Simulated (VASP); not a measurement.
# Al2O3 (P-3m1) in VASP: further runs

Aim: see how the results for Al2O3 move with the level of theory and the settings. Levels: r2SCAN, LDA. Tasks: relaxation of cell and atoms, single point.

Everything below comes from runs of VASP 6.6.1. Logs are shortened: lines on timing, memory, paths and dates and some standing lists are left out, and cuts for length are marked.

**1. The cell of the first run**

The structure is trigonal, space group P-3m1 (No. 164). The conventional cell has a = 3.017 Å, b = 3.017 Å, c = 7.575 Å, α = 90.00°, β = 90.00°, γ = 120.00°. Within 2.2 Å of Al (site symmetry 3m) lie 4 O at 1.68 to 1.84 Å. Within 2.2 Å of O (site symmetry -3m) lie 2 Al at 1.68 Å. O (site symmetry 3m) has 3 Al at 1.84 Å within 2.4 Å.

**2. Relaxation of cell and atoms, r2SCAN**

POSCAR

```
Al2O3
1.0
    3.0174825440      0.0000000000      0.0000000000
   -1.5087412720      2.6132165386      0.0000000000
    0.0000000000      0.0000000000      7.5746360022
Al O
2 3
Direct
    0.0000000000      0.0000000000      0.7220490000
    0.0000000000      0.0000000000      0.2779510000
    0.0000000000      0.0000000000      0.5000000000
    0.6666666667      0.3333333333      0.8005460000
    0.3333333333      0.6666666667      0.1994540000
```

INCAR.step1

```
SYSTEM = Al2O3
PREC = Accurate
ENCUT = 600
ISMEAR = -1
SIGMA = 0.05
LREAL = .False.
LASPH = .True.
NELM = 60
GGA = PE
ALGO = Normal
EDIFF = 1E-4
LWAVE = .True.
LCHARG = .False.
```

INCAR.step2

```
SYSTEM = Al2O3
PREC = Accurate
ENCUT = 600
EDIFF = 1E-6
ISMEAR = -1
SIGMA = 0.05
LREAL = .False.
LASPH = .True.
NELM = 60
ALGO = Normal
ISIF = 3
LWAVE = .False.
LCHARG = .False.
METAGGA = R2SCAN
LMIXTAU = .True.
IBRION = 2
NSW = 60
EDIFFG = -0.01
ISTART = 1
```

KPOINTS

```
regular mesh
0
Gamma
  10 10 4
  0 0 0
```

Potentials or basis: VASP PAW PBE potentials, release 64 (Al, O).

Started as:

```console
> cat potpaw_PBE.64/Al/POTCAR potpaw_PBE.64/O/POTCAR > POTCAR
> cp INCAR.step1 INCAR
> mpirun -np 1 vasp_std > vasp.out
> cp INCAR.step2 INCAR
> mpirun -np 1 vasp_std > vasp.out
```

OUTCAR:

```text
SYSTEM = Al2O3
   PREC = Accurate
   ENCUT = 600
   EDIFF = 1E-6
   ISMEAR = -1
   LREAL = .False.
   LASPH = .True.
   NELM = 60
   ISIF = 3
   METAGGA = R2SCAN
   IBRION = 2
   NSW = 60
   EDIFFG = -0.01
   ISTART = 1

 ion  position               nearest neighbor table
   1  0.000  0.000  0.722-   3 1.68   4 1.84   4 1.84   4 1.84   2 3.36
   2  0.000  0.000  0.278-   3 1.68   5 1.84   5 1.84   5 1.84   1 3.36
   3  0.000  0.000  0.500-   1 1.68   2 1.68
   4  0.667  0.333  0.801-   1 1.84   1 1.84   1 1.84
   5  0.333  0.667  0.199-   2 1.84   2 1.84   2 1.84

  LATTYP: Found a hexagonal cell.
 ALAT       =     3.0174825440
 C/A-ratio  =     2.5102501478

  Lattice vectors:

 A1 = (   3.0174825440,   0.0000000000,   0.0000000000)
 A2 = (  -1.5087412720,   2.6132165386,   0.0000000000)
 A3 = (   0.0000000000,   0.0000000000,   7.5746360022)

Analysis of symmetry for initial positions (statically):
=====================================================================
 Subroutine PRICEL returns:
 Original cell was already a primitive cell.

 Routine SETGRP: Setting up the symmetry group for a
 hexagonal supercell.

 Subroutine GETGRP returns: Found 12 space group operations
 (whereof 12 operations were pure point group operations)
 out of a pool of 24 trial point group operations.

The static configuration has the point symmetry D_3d.

Analysis of symmetry for dynamics (positions and initial velocities):
=====================================================================
 Subroutine PRICEL returns:
 Original cell was already a primitive cell.

 Routine SETGRP: Setting up the symmetry group for a
 hexagonal supercell.

 Subroutine GETGRP returns: Found 12 space group operations
 (whereof 12 operations were pure point group operations)
 out of a pool of 24 trial point group operations.

The dynamic configuration has the point symmetry D_3d.

 Subroutine INISYM returns: Found 12 space group operations
 (whereof 12 operations are pure point group operations),
 and found     1 'primitive' translations

----------------------------------------------------------------------------------------

                                     Primitive cell

  volume of cell :      59.7285

  direct lattice vectors                    reciprocal lattice vectors
     3.017482544  0.000000000  0.000000000     0.331402083  0.191335082  0.000000000
    -1.508741272  2.613216539  0.000000000     0.000000000  0.382670163  0.000000000
     0.000000000  0.000000000  7.574636002     0.000000000  0.000000000  0.132019545

  length of vectors
     3.017482544  3.017482544  7.574636002     0.382670163  0.382670163  0.132019545

  position of ions in fractional coordinates (direct lattice)
     0.000000000  0.000000000  0.722049000
     0.000000000  0.000000000  0.277951000
     0.000000000  0.000000000  0.500000000
     0.666666667  0.333333333  0.800546000
     0.333333333  0.666666667  0.199454000

  ion indices of the primitive-cell ions
   primitive index   ion index
                 1           1
                 2           2
                 3           3
                 4           4
                 5           5

----------------------------------------------------------------------------------------

 KPOINTS: regular mesh

Automatic generation of k-mesh.
 Grid dimensions read from file:
 generate k-points for:   10   10    4

 Generating k-lattice:

  Cartesian coordinates                     Fractional coordinates (reciprocal lattice)
     0.033140208  0.019133508  0.000000000     0.100000000  0.000000000  0.000000000
     0.000000000  0.038267016  0.000000000     0.000000000  0.100000000  0.000000000
     0.000000000  0.000000000  0.033004886     0.000000000  0.000000000  0.250000000

  Length of vectors
     0.038267016  0.038267016  0.033004886

  Shift w.r.t. Gamma in fractional coordinates (k-lattice)
     0.000000000  0.000000000  0.000000000

 Subroutine IBZKPT returns following result:
 ===========================================

 Found     50 irreducible k-points:

 Following reciprocal coordinates:
            Coordinates               Weight
  0.000000  0.000000  0.000000      1.000000
  0.100000  0.000000  0.000000      6.000000
  0.200000  0.000000  0.000000      6.000000
  0.300000  0.000000  0.000000      6.000000
  0.400000 -0.000000  0.000000      6.000000
  0.500000  0.000000  0.000000      3.000000
[... 16 lines left out ...]
  0.000000  0.400000  0.250000      6.000000
  0.500000  0.000000  0.250000      6.000000
 [... further k-points ...]
   k-points           NKPTS =     50   k-points in BZ     NKDIM =     50   number of bands    NBANDS=     16
   number of dos      NEDOS =    301   number of ions     NIONS =      5
   total plane-waves  NPLWV =  36864
   dimension x,y,z NGX =    24 NGY =   24 NGZ =   64
   dimension x,y,z NGXF=    48 NGYF=   48 NGZF=  128
   ions per type =               2   3
   NGX,Y,Z   is equivalent  to a cutoff of  13.22, 13.22, 14.05 a.u.
   NGXF,Y,Z  is equivalent  to a cutoff of  26.45, 26.45, 28.09 a.u.
 SYSTEM =  Al2O3
   PREC   = accura    normal or accurate (medium, high low for compatibility)
   ISTART =      1    job   : 0-new  1-cont  2-samecut
   ICHARG =      0    charge: 1-file 2-atom 10-const
   ISPIN  =      1    spin polarized calculation?
   LNONCOLLINEAR =      F non collinear calculations
   LSORBIT =      F    spin-orbit coupling
   LASPH  =      T    aspherical Exc in radial PAW
   ENCUT  =  600.0 eV  44.10 Ry    6.64 a.u.   6.03  6.03 15.13*2*pi/ulx,y,z
   NELM   =     60;   NELMIN=  2; NELMDL=  0     # of ELM steps
   EDIFF  = 0.1E-05   stopping-criterion for ELM
   LREAL  =      F    real-space projection
   EDIFFG = -.1E-01   stopping-criterion for IOM
   NSW    =     60    number of steps for IOM
   IBRION =      2    ionic relax: 0-MD 1-quasi-New 2-CG
   NFREE  =      1    steps in history (QN), initial steepest desc. (CG)
   ISIF   =      3    stress and relaxation
   ISYM   =      2    0-nonsym 1-usesym 2-fastsym
   POTIM  = 0.5000    time-step for ionic-motion
   TEBEG  =    0.0;   TEEND  =   0.0 temperature during run
   PSTRESS=    0.0 pullay stress
   NELECT =      24.0000    total number of electrons
   NUPDOWN=      -1.0000    fix difference up-down
   EMIN   =  10.00;   EMAX   =-10.00  energy-range for DOS
   EFERMI =   0.00;   METHOD = LEGACY
   ISMEAR =    -1;   SIGMA  =   0.05  broadening in eV -4-tet -1-fermi 0-gaus
   EFERMI_NEDOS =   21; number of points for ismear=-14 and -15
   IALGO  =     38    algorithm
   IMIX   =      4    mixing-type and parameters
     AMIX     =   0.40;   BMIX     =  1.00
     AMIX_MAG =   1.60;   BMIX_MAG =  1.00
  volume/ion in A,a.u.               =      11.95        80.61
  Fermi-wavevector in a.u.,A,eV,Ry     =   1.208049  2.282882 19.856107  1.459383
  Thomas-Fermi vector in A             =   2.343669
   LORBIT       =      0    0 simple, 1 ext, 2 COOP (PROOUT), +10 PAW based schemes
   METAGGA = R2SCAN    functional components
   LHFCALC =     F    Hartree Fock is set to
   AEXX    =    0.0000 exact exchange contribution
   IVDW    =     0    specifies the selected vdW correction
   LEPSILON=     F    determine dielectric tensor
   LRPA    =     F    only Hartree local field effects (RPA)
 conjugate gradient relaxation of ions
 non-spin polarized calculation
  energy-cutoff  :      600.00
  volume of cell :       59.73
 maximum number of plane-waves:      2020
   NGX = 13   NGY = 13   NGZ = 31

--------------------------------------- Ionic step        1  -------------------------------------------

 number of electron      24.0000008 magnetization

 Free energy of the ion-electron system (eV)
  ---------------------------------------------------
  ext. energy  EPLUGINS =         0.00000000
  ---------------------------------------------------
  free energy    TOTEN  =       -46.62575614 eV

  energy without entropy =      -46.62575614  energy(sigma->0) =      -46.62575614

------------------------ aborting loop because EDIFF is reached ----------------------------------------

  FORCE on cell =-STRESS in cart. coord.  units (eV):
  Direction    XX          YY          ZZ          XY          YZ          ZX
  --------------------------------------------------------------------------------------
  -------------------------------------------------------------------------------------
  Total       -2.1184800     -2.1184800     -2.2612456      0.0000000      0.0000000      0.0000000
  in kB      -56.8267750    -56.8267750    -60.6563657      0.0000000      0.0000000      0.0000000
  external PRESSURE =     -58.1033052 kB  Pullay stress =       0.0000000 kB
[... 219 lines left out ...]
  energy  without entropy=      -46.6651649623  energy(sigma->0) =      -46.66516496

--------------------------------------- Ionic step        7  -------------------------------------------

 number of electron      24.0000008 magnetization

 Free energy of the ion-electron system (eV)
  ---------------------------------------------------
  ext. energy  EPLUGINS =         0.00000000
  ---------------------------------------------------
  free energy    TOTEN  =       -46.66519559 eV

  energy without entropy =      -46.66519559  energy(sigma->0) =      -46.66519559

 E-fermi :   4.8361     XC(G=0): -10.2945

 val. band max:        3.8053353008   @ k =   0.0000   0.0000   0.0000
 cond. band min:       6.9285634564   @ k =   0.0000   0.0000   0.0000
 fundamental gap:      3.1232281556
 Fermi energy:         4.8361490564

 k-point     1 :       0.0000    0.0000    0.0000
  band No.  band energies     occupation
      1     -17.1192      2.00000
      2     -16.9274      2.00000
      3     -14.1542      2.00000
      4      -2.2283      2.00000
      5      -0.9949      2.00000
      6      -0.2084      2.00000
[... 8 lines left out ...]
     15      12.0412      0.00000
     16      15.3588      0.00000
[... 420 lines left out ...]
  band No.  band energies     occupation
      1     -16.1667      2.00000
      2     -16.1410      2.00000
      3     -13.6939      2.00000
      4      -3.8302      2.00000
      5      -3.4676      2.00000
      6      -0.8739      2.00000
[... 8 lines left out ...]
     15      13.0197      0.00000
     16      13.4536      0.00000

 [... further k-points ...]

------------------------ aborting loop because EDIFF is reached ----------------------------------------

  FORCE on cell =-STRESS in cart. coord.  units (eV):
  Direction    XX          YY          ZZ          XY          YZ          ZX
  --------------------------------------------------------------------------------------
  -------------------------------------------------------------------------------------
  Total       -0.0067026     -0.0067026      0.0176738      0.0000000      0.0000000     -0.0000000
  in kB       -0.1856454     -0.1856454      0.4895199      0.0000000      0.0000000     -0.0000000
  external PRESSURE =       0.0394097 kB  Pullay stress =       0.0000000 kB
[... 20 lines left out ...]
  FREE ENERGIE OF THE ION-ELECTRON SYSTEM (eV)
  ---------------------------------------------------
  free  energy   TOTEN  =       -46.6651955948 eV

  energy  without entropy=      -46.6651955947  energy(sigma->0) =      -46.66519559

 reached required accuracy - stopping structural energy minimisation
```

Wall time 6.2 min (1 thread of Intel Xeon 6975P-C (Granite Rapids), shared host); peak memory 0.23 GiB.

What came out:

* Free energy: -46.6652 eV
* Relaxed volume: 11.57 Å³/atom
* Relaxed cell: a = 2.984 Å, b = 2.984 Å, c = 7.503 Å, α = 90.00°, β = 90.00°, γ = 120.00°
* Space group after relaxing (to 0.05 Å): P-3m1 (No. 164)
* Energy gained by relaxing: 7.9 meV/atom
* Ionic steps: 7
* Pressure after relaxing: 0.0 GPa
* Largest force after relaxing: 0.003 eV/Å
* Band gap on the k mesh: 3.12 eV, direct

Forces on the atoms (eV/Å):
```
Al   0.000  0.000  0.000
Al   0.000  0.000  0.000
O    0.000  0.000  0.000
O    0.000  0.000  0.003
O    0.000  0.000 -0.003
```

The path:
```tsv
step	energy change (eV)	largest force (eV/Å)	pressure (GPa)	volume (Å³)
1	0.0000	0.4153	-5.81	59.73
2	0.0065	0.5812	6.99	56.06
3	-0.0383	0.2106	-0.05	57.92
4	-0.0338	0.4962	0.05	57.73
5	-0.0394	0.0141	-0.04	57.86
6	-0.0394	0.0128	-0.04	57.86
7	-0.0394	0.0031	0.00	57.85
```

Final structure:
```
Al O
1.0
     2.98367    0.00000    0.00000
    -1.49183    2.58393    0.00000
     0.00000    0.00000    7.50306
Al O
2 3
Direct
  0.00000 0.00000 0.72207
  0.00000 0.00000 0.27793
  0.00000 0.00000 0.50000
  0.66667 0.33333 0.79923
  0.33333 0.66667 0.20077
```

Caveat: the PAW data sets were made with another functional, which shifts forces and pressure a little. r2SCAN opens gaps a little over a GGA but as a rule still falls short of measured ones.

**3. Single point, LDA**

This run uses another cell than the first one, of 11.18 Å³/atom, 0.936 times its volume.

INCAR

```
SYSTEM = Al2O3
PREC     = Accurate       ! precision mode
ENCUT    = 520            ! plane-wave cutoff, eV
EDIFF    = 1E-7           ! SCF threshold, eV
ISMEAR   = -1             ! smearing method
SIGMA    = 0.05           ! smearing width, eV
LREAL    = .FALSE.        ! projectors in reciprocal space
LASPH    = .TRUE.         ! aspherical terms in the spheres
NELM     = 80             ! most SCF steps
ALGO     = Normal         ! electronic algorithm
ISIF     = 2              ! what is computed and relaxed
LWAVE    = .FALSE.        ! write WAVECAR
LCHARG   = .FALSE.        ! write CHGCAR
NBANDS   = 20             ! bands
```

KPOINTS

```
regular mesh
0
G
  10 10 4
  0 0 0
```

POSCAR

```
Al2O3
1.0
    2.9626063010      0.0000000000      0.0000000000
   -1.4813031505      2.5656923181      0.0000000000
    0.0000000000      0.0000000000      7.3536928467
Al O
2 3
Direct
    0.0000000000      0.0000000000      0.7255809273
    0.0000000000      0.0000000000      0.2744190727
    0.0000000000      0.0000000000      0.5000000000
    0.6666666667      0.3333333333      0.8047731877
    0.3333333333      0.6666666667      0.1952268123
```

Potentials or basis: VASP PAW LDA potentials, release 64 (Al, O).

Started as:

```console
> cat potpaw_LDA.64/Al/POTCAR potpaw_LDA.64/O/POTCAR > POTCAR
> mpirun -np 1 vasp_std > vasp.out
```

OUTCAR:

```text
SYSTEM = Al2O3
   PREC = Accurate
   ENCUT = 520
   EDIFF = 1E-7
   ISMEAR = -1
   LREAL = .FALSE.
   LASPH = .TRUE.
   NELM = 80
   ISIF = 2

 ion  position               nearest neighbor table
   1  0.000  0.000  0.726-   3 1.66   4 1.81   4 1.81   4 1.81   2 3.32
   2  0.000  0.000  0.274-   3 1.66   5 1.81   5 1.81   5 1.81   1 3.32
   3  0.000  0.000  0.500-   1 1.66   2 1.66
   4  0.667  0.333  0.805-   1 1.81   1 1.81   1 1.81
   5  0.333  0.667  0.195-   2 1.81   2 1.81   2 1.81

  LATTYP: Found a hexagonal cell.
 ALAT       =     2.9626063010
 C/A-ratio  =     2.4821701230

  Lattice vectors:

 A1 = (   2.9626063010,   0.0000000000,   0.0000000000)
 A2 = (  -1.4813031505,   2.5656923181,   0.0000000000)
 A3 = (   0.0000000000,   0.0000000000,   7.3536928467)

Analysis of symmetry for initial positions (statically):
=====================================================================
 Subroutine PRICEL returns:
 Original cell was already a primitive cell.

 Routine SETGRP: Setting up the symmetry group for a
 hexagonal supercell.

[... 173 lines left out ...]

 val. band max:        4.1382905924   @ k =   0.0000   0.0000   0.0000
 cond. band min:       6.6285038780   @ k =   0.0000   0.0000   0.0000
 fundamental gap:      2.4902132855
 Fermi energy:         5.2657758057

 k-point     1 :       0.0000    0.0000    0.0000
  band No.  band energies     occupation
      1     -15.5597      2.00000
      2     -15.3031      2.00000
      3     -12.5966      2.00000
      4      -1.9017      2.00000
      5      -0.7295      2.00000
      6       0.2502      2.00000
[... 541 lines left out ...]
     19      15.3641      0.00000
     20      17.4545      0.00000

 [... further k-points ...]

------------------------ aborting loop because EDIFF is reached ----------------------------------------

  FORCE on cell =-STRESS in cart. coord.  units (eV):
  Direction    XX          YY          ZZ          XY          YZ          ZX
  --------------------------------------------------------------------------------------
  -------------------------------------------------------------------------------------
  Total        0.2494844      0.2494844      0.5577394     -0.0000000      0.0000000      0.0000000
  in kB        7.1510516      7.1510516     15.9866658     -0.0000000      0.0000000      0.0000000
  external PRESSURE =      10.0962564 kB  Pullay stress =       0.0000000 kB

 VOLUME and BASIS-vectors are now :
 -----------------------------------------------------------------------------
  energy-cutoff  :      520.00
  volume of cell :       55.90
      direct lattice vectors                 reciprocal lattice vectors
     2.962606301  0.000000000  0.000000000     0.337540631  0.194879174  0.000000000
    -1.481303151  2.565692318  0.000000000     0.000000000  0.389758348  0.000000000
     0.000000000  0.000000000  7.353692847     0.000000000  0.000000000  0.135986099

 POSITION                                       TOTAL-FORCE (eV/Angst)
 -----------------------------------------------------------------------------------
      0.00000      0.00000      5.33570         0.000000      0.000000      0.136765
      0.00000      0.00000      2.01799         0.000000     -0.000000     -0.136765
      0.00000      0.00000      3.67685        -0.000000      0.000000     -0.000000
      1.48130      0.85523      5.91805        -0.000000      0.000000      0.038720
     -0.00000      1.71046      1.43564         0.000000      0.000000     -0.038720
 -----------------------------------------------------------------------------------
    total drift:                                0.000000     -0.000000     -0.000000

  FREE ENERGIE OF THE ION-ELECTRON SYSTEM (eV)
  ---------------------------------------------------
  free  energy   TOTEN  =       -39.7504064418 eV

  energy  without entropy=      -39.7504064417  energy(sigma->0) =      -39.75040644
```

It took 23 s on 1 thread of Intel Xeon Platinum 8559C (Emerald Rapids), shared host; peak memory 0.17 GiB.

What came out:

* Free energy: -39.7504 eV
* Pressure: 1.0 GPa
* Largest force: 0.137 eV/Å
* Band gap on the k mesh: 2.49 eV, direct

Forces on the atoms (eV/Å):
```
Al   0.000  0.000  0.137
Al   0.000  0.000 -0.137
O    0.000  0.000  0.000
O    0.000  0.000  0.039
O    0.000  0.000 -0.039
```

Stress tensor (GPa, compression positive):
```
0.72 0.00 0.00
0.00 0.72 0.00
0.00 0.00 1.60
```

Levels at points of the mesh, in eV from the valence-band top:
```csv
k point,band 8,band 9,band 10,band 11,band 12,band 13,band 14,band 15,band 16,band 17
"(0.00, 0.00, 0.00)",-3.86,-3.86,-2.39,0.00,0.00,2.49,4.61,7.49,10.67,10.88
"(0.50, 0.00, 0.00)",-4.46,-3.71,-3.25,-1.93,-0.54,4.41,6.25,8.24,9.15,9.79
"(0.00, 0.00, 0.50)",-3.86,-3.76,-3.34,0.00,0.00,3.44,3.66,8.25,8.93,12.08
"(0.50, 0.00, 0.50)",-4.51,-3.60,-3.56,-1.83,-0.53,4.99,5.46,8.31,8.65,10.62
```

A k mesh can miss the band edges.
